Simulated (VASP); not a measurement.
Write the native input for VASP 6.6.1 that does the following.

```yaml
Task: single point
Functional: PBE
Potentials_or_basis: VASP PAW PBE potentials, release 64 (Al, N)
Cutoff: 600 eV
k_mesh: 10 × 10 × 10
Occupations: gaussian, width 0.02 eV
Spin: no spin polarisation
Dipole_correction: no
Further_INCAR_settings: ALGO = Normal; EDIFF = 1e-06; NBANDS = 11
```

The structure of AlN (vh.b) lies in POSCAR:

```
AlN
1.0
    0.0000000000      2.2012182832      2.2012182832
    2.2012182832      0.0000000000      2.2012182832
    2.2012182832      2.2012182832      0.0000000000
Al N
1 1
Direct
    0.0000000000      0.0000000000      0.0000000000
    0.2500000000      0.2500000000      0.2500000000
```

These files were run (other wordings do the same):

INCAR

```
PREC     = Accurate       # precision mode
ENCUT    = 600            # plane-wave cutoff, eV
EDIFF    = 1E-6           # SCF threshold, eV
ISMEAR   = 0              # smearing method
SIGMA    = 0.02           # smearing width, eV
LREAL    = F              # projectors in reciprocal space
LASPH    = T              # aspherical terms in the spheres
NELM     = 120            # most SCF steps
ALGO     = Normal         # electronic algorithm
ISIF     = 2              # what is computed and relaxed
LWAVE    = F              # write WAVECAR
LCHARG   = T              # write CHGCAR
GGA      = PE             # functional
LELF     = T              # ELF
LVHAR    = T            
NBANDS   = 11             # bands
GGA_COMPAT= F
```

KPOINTS

```
Automatic mesh
0
Gamma
  10 10 10
```

Potentials or basis: VASP PAW PBE potentials, release 64 (Al, N).

Command:

```console
$ cat potpaw_PBE.64/Al/POTCAR potpaw_PBE.64/N/POTCAR > POTCAR
$ mpirun -np 1 vasp_std > vasp.out
```

Results of the run:

- Pressure: -0.3 GPa
- Band gap on the k mesh: 3.31 eV, indirect (least direct gap 3.99 eV)

Wall time 28 s on 1 thread of Intel Xeon 8259CL, with other jobs on the host, peak memory 0.15 GiB.
